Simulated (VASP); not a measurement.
Set up this calculation in VASP 6.6.1, as the native input.

```
Task                   : single point
Functional             : PBEsol
Potentials or basis    : VASP PAW PBE potentials, release 64 (Pb_d)
Cutoff                 : 520 eV
k mesh                 : 8 × 8 × 11
Occupations            : fermi-dirac, width 0.1 eV
Spin                   : no spin polarisation
Dipole correction      : no
Further INCAR settings : ALGO = Normal; EDIFF = 1e-06; NBANDS = 28
```

The structure of Pb lies in POSCAR:

```
Pb
1.0
    5.5617097157      0.0000000000      0.0000000000
   -2.7808548579      4.8165819023      0.0000000000
    0.0000000000      0.0000000000      3.3786890005
Pb
3
Direct
    1.0000000000      1.0000000000      0.0000000000
    0.3333333333      0.6666666667      0.5000000000
    0.6666666667      0.3333333333      0.5000000000
```

This isn't the form of Pb at room conditions, which is fcc.

These files were run (other wordings do the same):

INCAR

```
PREC = Accurate
ENCUT = 520
EDIFF = 1E-6
ISMEAR = -1
SIGMA = 0.1
LREAL = F
LASPH = T
NELM = 60
ALGO = Normal
ISIF = 2
LWAVE = F
LCHARG = F
GGA = PS
NBANDS = 28
```

KPOINTS

```
regular mesh
0
Gamma
  8 8 11
```

Potentials or basis: VASP PAW PBE potentials, release 64 (Pb_d).

The run is started by

```sh
$ cat potpaw_PBE.64/Pb_d/POTCAR > POTCAR
$ mpirun -np 1 vasp_std > vasp.out
```

It gave:

```yaml
Pressure: 0.0 GPa
Band_gap_on_the_k_mesh: zero (bands 21 and 22 overlap by 3.70 eV)
```

Caveat: the PAW data sets were made with another functional, which shifts forces and pressure a little; spin-orbit coupling is left out, which moves the levels of the heavy elements.

Wall time 2.1 min on 1 thread of Intel Xeon 8259CL (shared host), peak memory 0.28 GiB.
